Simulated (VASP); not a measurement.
Runs of VASP 6.6.1 on MgO. The structure is that of space group Fm-3m (No. 225), or close to it. The cells are those of the table. 

| cell | gap on the mesh (eV) | pressure (GPa) |
| --- | --- | --- |
| a = 2.868, b = 2.868, c = 2.905 Å, angles 59.6, 59.6, 60.9°, 2 atoms | 5.64 | 19.8 |
| a = 3.092, b = 3.092, c = 3.054 Å, angles 60.4, 60.4, 59.2°, 2 atoms | 3.69 | -13.1 |
| a = 2.943, b = 2.943, c = 2.905 Å, angles 60.4, 60.4, 59.2°, 2 atoms | 5.09 | (c) |
| a = 2.945, b = 2.945, c = 2.831 Å, angles 61.3, 61.3, 57.5°, 2 atoms | 5.28 | (b) |
| a = 3.055, b = 3.055, c = 2.980 Å, angles 60.8, 60.8, 58.4°, 2 atoms | 4.09 | (a) |

Alike in all rows: task single point; level PBEsol; potentials or basis VASP PAW PBE potentials, release 64 (Mg, O); no spin polarisation; k mesh 10 × 10 × 10; cutoff (eV) 520; smearing gaussian 0.05 eV.

**Question.** Fill in the values left out.

**Answer.** (a) -6.8; (b) 16.4; (c) 8.7.

Caveats: the PAW data sets were made with another functional, which shifts forces and pressure a little.

